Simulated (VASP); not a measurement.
# Sb (Pm-3m) in VASP: further runs

The runs below take Sb through single point, with PBEsol.

Everything below comes from runs of VASP 6.6.1. Logs are shortened: lines on timing, memory, paths and dates and some standing lists are left out, and cuts for length are marked.

## 1. The cell of the first run

It takes space group Pm-3m (No. 221, cubic). Conventional cell: a = 2.932 Å, b = 2.932 Å, c = 2.932 Å, α = 90.00°, β = 90.00°, γ = 90.00°. Within 3.9 Å of Sb (site symmetry m-3m) lie 6 Sb at 2.93 Å.

## 2. Single point, PBEsol (volume scaled by 0.88)

Contents of INCAR:

```
SYSTEM = Sb
ALGO = Normal ; EDIFF = 1E-6
ENCUT = 520 ; GGA = PS
ISIF = 2 ; ISMEAR = -1
LASPH = .TRUE. ; LCHARG = .FALSE.
LREAL = .FALSE. ; LWAVE = .FALSE.
NBANDS = 8 ; NELM = 80
PREC = Accurate ; SIGMA = 0.1
```

Contents of KPOINTS:

```
k-points
0
G
  12 12 12
  0 0 0
```

Contents of POSCAR:

```
Sb
1.0
    2.9317245859      0.0000000000      0.0000000000
    0.0000000000      2.9317245859      0.0000000000
    0.0000000000      0.0000000000      2.9317245859
Sb
1
Direct
    0.0000000000      0.0000000000      0.0000000000
```

Potentials or basis: VASP PAW PBE potentials, release 64 (Sb).

Run with:

```sh
$ cat potpaw_PBE.64/Sb/POTCAR > POTCAR
$ mpirun -np 1 vasp_std > vasp.out
```

OUTCAR:

```text
SYSTEM = Sb
   EDIFF = 1E-6
   ENCUT = 520
   GGA = PS
   ISIF = 2
   ISMEAR = -1
   LASPH = .TRUE.
   LREAL = .FALSE.
   NELM = 80
   PREC = Accurate

 ion  position               nearest neighbor table
   1  0.000  0.000  0.000-

  LATTYP: Found a simple cubic cell.
 ALAT       =     2.9317245859

  Lattice vectors:

 A1 = (   2.9317245859,   0.0000000000,   0.0000000000)
 A2 = (   0.0000000000,   2.9317245859,   0.0000000000)
 A3 = (   0.0000000000,   0.0000000000,   2.9317245859)

Analysis of symmetry for initial positions (statically):
=====================================================================
 Subroutine PRICEL returns:
 Original cell was already a primitive cell.

 Routine SETGRP: Setting up the symmetry group for a
 simple cubic supercell.

 Subroutine GETGRP returns: Found 48 space group operations
 (whereof 48 operations were pure point group operations)
 out of a pool of 48 trial point group operations.

The static configuration has the point symmetry O_h .

Analysis of symmetry for dynamics (positions and initial velocities):
=====================================================================
 Subroutine PRICEL returns:
 Original cell was already a primitive cell.

 Routine SETGRP: Setting up the symmetry group for a
 simple cubic supercell.

 Subroutine GETGRP returns: Found 48 space group operations
 (whereof 48 operations were pure point group operations)
 out of a pool of 48 trial point group operations.

The dynamic configuration has the point symmetry O_h .

 Subroutine INISYM returns: Found 48 space group operations
 (whereof 48 operations are pure point group operations),
 and found     1 'primitive' translations

----------------------------------------------------------------------------------------

                                     Primitive cell

  volume of cell :      25.1982

  direct lattice vectors                    reciprocal lattice vectors
     2.931724586  0.000000000  0.000000000     0.341096161  0.000000000  0.000000000
     0.000000000  2.931724586  0.000000000     0.000000000  0.341096161  0.000000000
     0.000000000  0.000000000  2.931724586     0.000000000  0.000000000  0.341096161

  length of vectors
     2.931724586  2.931724586  2.931724586     0.341096161  0.341096161  0.341096161

  position of ions in fractional coordinates (direct lattice)
     0.000000000  0.000000000  0.000000000

  ion indices of the primitive-cell ions
   primitive index   ion index
[... 70 lines left out ...]
   LASPH  =      T    aspherical Exc in radial PAW
   ENCUT  =  520.0 eV  38.22 Ry    6.18 a.u.   5.45  5.45  5.45*2*pi/ulx,y,z
   NELM   =     80;   NELMIN=  2; NELMDL= -5     # of ELM steps
   EDIFF  = 0.1E-05   stopping-criterion for ELM
   LREAL  =      F    real-space projection
   EDIFFG = 0.1E-04   stopping-criterion for IOM
   NSW    =      0    number of steps for IOM
   IBRION =     -1    ionic relax: 0-MD 1-quasi-New 2-CG
   NFREE  =      0    steps in history (QN), initial steepest desc. (CG)
   ISIF   =      2    stress and relaxation
   ISYM   =      2    0-nonsym 1-usesym 2-fastsym
   POTIM  = 0.5000    time-step for ionic-motion
   TEBEG  =    0.0;   TEEND  =   0.0 temperature during run
   PSTRESS=    0.0 pullay stress
   NELECT =       5.0000    total number of electrons
   NUPDOWN=      -1.0000    fix difference up-down
   EMIN   =  10.00;   EMAX   =-10.00  energy-range for DOS
   EFERMI =   0.00;   METHOD = LEGACY
   ISMEAR =    -1;   SIGMA  =   0.10  broadening in eV -4-tet -1-fermi 0-gaus
   EFERMI_NEDOS =   21; number of points for ismear=-14 and -15
   IALGO  =     38    algorithm
   IMIX   =      4    mixing-type and parameters
     AMIX     =   0.40;   BMIX     =  1.00
     AMIX_MAG =   1.60;   BMIX_MAG =  1.00
  volume/ion in A,a.u.               =      25.20       170.05
  Fermi-wavevector in a.u.,A,eV,Ry     =   0.954864  1.804432 12.405328  0.911766
  Thomas-Fermi vector in A             =   2.083650
   LORBIT       =      0    0 simple, 1 ext, 2 COOP (PROOUT), +10 PAW based schemes
   GGA     = PS    functional components
   LHFCALC =     F    Hartree Fock is set to
   AEXX    =    0.0000 exact exchange contribution
   IVDW    =     0    specifies the selected vdW correction
   LEPSILON=     F    determine dielectric tensor
   LRPA    =     F    only Hartree local field effects (RPA)
 non-spin polarized calculation
  energy-cutoff  :      520.00
  volume of cell :       25.20
 maximum number of plane-waves:       703
 NGX is ok and might be reduce to    24
   NGX = 11   NGY = 11   NGZ = 11

 number of electron       4.9999999 magnetization

 Free energy of the ion-electron system (eV)
  ---------------------------------------------------
  ext. energy  EPLUGINS =         0.00000000
  ---------------------------------------------------
  free energy    TOTEN  =        -4.42103044 eV

  energy without entropy =       -4.40416707  energy(sigma->0) =       -4.41259875

 E-fermi :   9.3805     XC(G=0): -10.4818

 val. band max:        9.3595114751   @ k =   0.1667   0.0833   0.0833
 cond. band min:       9.3987767924   @ k =   0.4167   0.2500   0.0833
 fundamental gap:      0.0392653173
 Fermi energy:         9.3804884056

 k-point     1 :       0.0000    0.0000    0.0000
  band No.  band energies     occupation
      1      -4.5532      2.00000
      2      12.9674      0.00000
      3      12.9674      0.00000
      4      12.9674      0.00000
      5      16.4292      0.00000
      6      16.4292      0.00000
      7      18.4997      0.00000
      8      27.9543      0.00000
[... 243 lines left out ...]
 k-point    24 :       0.4167    0.3333    0.0000
  band No.  band energies     occupation
      1      -0.0315      2.00000
      2       4.7675      2.00000
      3       7.2043      2.00000
      4      13.0144      0.00000
      5      17.1435      0.00000
      6      20.7844      0.00000
      7      22.9478      0.00000
      8      22.9864      0.00000

 [... further k-points ...]
[... 5 lines left out ...]
  --------------------------------------------------------------------------------------
  -------------------------------------------------------------------------------------
  Total        1.7667608      1.7667608      1.7667608      0.0000000      0.0000000      0.0000000
  in kB      112.3359700    112.3359700    112.3359700      0.0000000      0.0000000      0.0000000
  external PRESSURE =     112.3359700 kB  Pullay stress =       0.0000000 kB

 VOLUME and BASIS-vectors are now :
 -----------------------------------------------------------------------------
  energy-cutoff  :      520.00
  volume of cell :       25.20
      direct lattice vectors                 reciprocal lattice vectors
     2.931724586  0.000000000  0.000000000     0.341096161  0.000000000  0.000000000
     0.000000000  2.931724586  0.000000000     0.000000000  0.341096161  0.000000000
     0.000000000  0.000000000  2.931724586     0.000000000  0.000000000  0.341096161

 POSITION                                       TOTAL-FORCE (eV/Angst)
 -----------------------------------------------------------------------------------
      0.00000      0.00000      0.00000         0.000000      0.000000      0.000000
 -----------------------------------------------------------------------------------
    total drift:                               -0.000000      0.000000      0.000000

  FREE ENERGIE OF THE ION-ELECTRON SYSTEM (eV)
  ---------------------------------------------------
  free  energy   TOTEN  =        -4.4210304357 eV

  energy  without entropy=       -4.4041670710  energy(sigma->0) =       -4.41259875
```

stdout:

```text
POSCAR found type information on POSCAR Sb
 POSCAR found :  1 types and       1 ions
 scaLAPACK will be used
 -----------------------------------------------------------------------------
|                                                                             |
|                                                                             |
|     You enforced a specific xc type in the INCAR file but a different       |
|     I HOPE YOU KNOW WHAT YOU ARE DOING!                                     |
|                                                                             |
 -----------------------------------------------------------------------------

 LDA part: xc-table for (Slater+PW92), standard interpolation
 POSCAR, INCAR and KPOINTS ok, starting setup
 FFT: planning ... GRIDC
 FFT: planning ... GRID_SOFT
 FFT: planning ... GRID
 WAVECAR not read
 entering main loop
```

Run time: 7.1 s. Hardware: 1 thread of Intel Xeon 6975P-C, shared host; peak memory 0.15 GiB.

What came out:

| Item | Value |
| --- | --- |
| Free energy | -4.4210 eV |
| Pressure | 11.2 GPa |

Caveat: the cell differs from its parent crystal (volume scaled by 0.88); the PAW data sets were made with another functional, which shifts forces and pressure a little; spin-orbit coupling is left out, which moves the levels of the heavy elements.

## 3. Single point, PBEsol (volume scaled by 0.96)

Contents of INCAR:

```
ALGO     = Normal         # electronic algorithm
EDIFF    = 1E-6           # SCF threshold, eV
ENCUT    = 520            # plane-wave cutoff, eV
GGA      = PS             # functional
ISIF     = 2              # what is computed and relaxed
ISMEAR   = -1             # smearing method
LASPH    = True           # aspherical terms in the spheres
LCHARG   = True           # write CHGCAR
LELF     = True           # ELF
LREAL    = False          # projectors in reciprocal space
LVHAR    = True         
LWAVE    = False          # write WAVECAR
NBANDS   = 8              # bands
NELM     = 100            # most SCF steps
PREC     = Accurate       # precision mode
SIGMA    = 0.1            # smearing width, eV
```

Contents of KPOINTS:

```
k-points
0
Gamma
  12 12 12
```

Contents of POSCAR:

```
Sb
1.0
    3.0180008382      0.0000000000      0.0000000000
    0.0000000000      3.0180008382      0.0000000000
    0.0000000000      0.0000000000      3.0180008382
Sb
1
Direct
    0.0000000000      0.0000000000      0.0000000000
```

Potentials or basis: VASP PAW PBE potentials, release 64 (Sb).

Run with:

```sh
$ cat potpaw_PBE.64/Sb/POTCAR > POTCAR
$ mpirun -np 1 vasp_std > vasp.out
```

Run time: 7.2 s. Hardware: 1 thread of Intel Xeon 6975P-C, shared host; peak memory 0.15 GiB.

It converged, with:

```
Free energy : -4.5188 eV
Pressure    : 3.1 GPa
```

Levels at points of the mesh, in eV from the Fermi level:
```
           k point  band 1  band 2  band 3  band 4  band 5  band 6  band 7
(0.00, 0.00, 0.00)  -13.15    3.37    3.37    3.37    6.95    6.95    8.55
(0.50, 0.00, 0.00)  -10.42   -6.28    5.67    5.67    9.21   10.64   11.41
(0.50, 0.50, 0.00)   -7.48   -4.01   -4.01    1.72    8.06   13.39   13.39
(0.50, 0.50, 0.50)   -4.13   -1.87   -1.87   -1.87    4.60    4.60    4.60
```

Caveat: the cell differs from its parent crystal (volume scaled by 0.96); the PAW data sets were made with another functional, which shifts forces and pressure a little; spin-orbit coupling is left out, which moves the levels of the heavy elements.

## 4. Single point, PBEsol

This run uses another cell than the first one, of 28.63 Å³/atom, 1.136 times its volume.

Contents of INCAR:

```
ALGO = Normal ; EDIFF = 1E-6
ENCUT = 520 ; GGA = PS
ISIF = 2 ; ISMEAR = -1
LASPH = True ; LCHARG = False
LREAL = False ; LWAVE = False
NBANDS = 8 ; NELM = 100
PREC = Accurate ; SIGMA = 0.1
```

KPOINTS is that of step 3.

Contents of POSCAR:

```
Sb
1.0
    3.0593484534      0.0000000000      0.0000000000
    0.0000000000      3.0593484534      0.0000000000
    0.0000000000      0.0000000000      3.0593484534
Sb
1
Direct
    0.0000000000      0.0000000000      0.0000000000
```

Run with:

```sh
$ cat potpaw_PBE.64/Sb/POTCAR > POTCAR
$ mpirun -np 1 vasp_std > vasp.out
```

Wall time 6.6 s (1 thread of Intel Xeon 6975P-C, shared host); peak memory 0.14 GiB.

It converged, with:

```yaml
Free_energy: -4.5307 eV
Pressure: 0.3 GPa
```

Levels at points of the mesh, in eV from the Fermi level:
| k point | band 1 | band 2 | band 3 | band 4 | band 5 | band 6 | band 7 | band 8 |
| --- | --- | --- | --- | --- | --- | --- | --- | --- |
| (0.00, 0.00, 0.00) | -12.81 | 3.28 | 3.28 | 3.28 | 6.91 | 6.91 | 8.30 | 17.88 |
| (0.50, 0.00, 0.00) | -10.23 | -5.97 | 5.43 | 5.43 | 9.10 | 10.54 | 11.41 | 11.50 |
| (0.50, 0.50, 0.00) | -7.48 | -3.81 | -3.81 | 1.88 | 7.64 | 13.15 | 13.28 | 13.28 |
| (0.50, 0.50, 0.50) | -4.39 | -1.77 | -1.77 | -1.77 | 4.67 | 4.67 | 4.67 | 6.64 |

Caveat: the PAW data sets were made with another functional, which shifts forces and pressure a little; spin-orbit coupling is left out, which moves the levels of the heavy elements.

## 5. Summary

| cell | gap on the mesh (eV) | pressure (GPa) |
| --- | --- | --- |
| a = 2.932 Å, 1 atom | none | 11.2 |
| a = 3.018 Å, 1 atom | none | 3.1 |
| a = 3.059 Å, 1 atom | none | 0.3 |

Alike in all rows: task single point; level PBEsol; potentials or basis VASP PAW PBE potentials, release 64 (Sb); no spin polarisation; k mesh 12 × 12 × 12; cutoff (eV) 520; smearing fermi-dirac 0.1 eV.

Caveats: the PAW data sets were made with another functional, which shifts forces and pressure a little; spin-orbit coupling is left out, which moves the levels of the heavy elements.

Absolute energies hang on the potentials; compare differences alone.
